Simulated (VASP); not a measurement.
A run of VASP 6.6.1:

File INCAR:

```
PREC = Accurate ; ENCUT = 520
EDIFF = 1E-6 ; ISMEAR = -1
SIGMA = 0.08 ; LREAL = F
LASPH = T ; NELM = 80
ALGO = Normal ; ISIF = 2
LWAVE = F ; LCHARG = F
GGA = PE ; NBANDS = 30
```

File KPOINTS:

```
regular mesh
0
Gamma
  8 8 11
```

Contents of POSCAR:

```
Rh
1.0
    3.8352430472      0.0000000000      0.0000000000
   -1.9176215236      3.3214179085      0.0000000000
    0.0000000000      0.0000000000      2.3148270725
Rh
3
Direct
    0.0000000000      0.0000000000      0.0000000000
    0.3333333333      0.6666666667      0.5000000000
    0.6666666667      0.3333333333      0.5000000000
```

Potentials or basis: VASP PAW PBE potentials, release 64 (Rh_pv).

Run with:

```bash
$ cat potpaw_PBE.64/Rh_pv/POTCAR > POTCAR
$ mpirun -np 1 vasp_std > vasp.out
```

Hardware: 1 thread of Intel(R) Xeon(R) Platinum 8259CL CPU @ 2.50GHz (Skylake/Cascade Lake), with other jobs on the host.

Task: Estimate the wall time of this run.

Result: It took 45 s on 1 thread of Intel(R) Xeon(R) Platinum 8259CL CPU @ 2.50GHz (Skylake/Cascade Lake), with other jobs on the host, peak memory 0.17 GiB. Counts: scf iterations 13, k points 60.
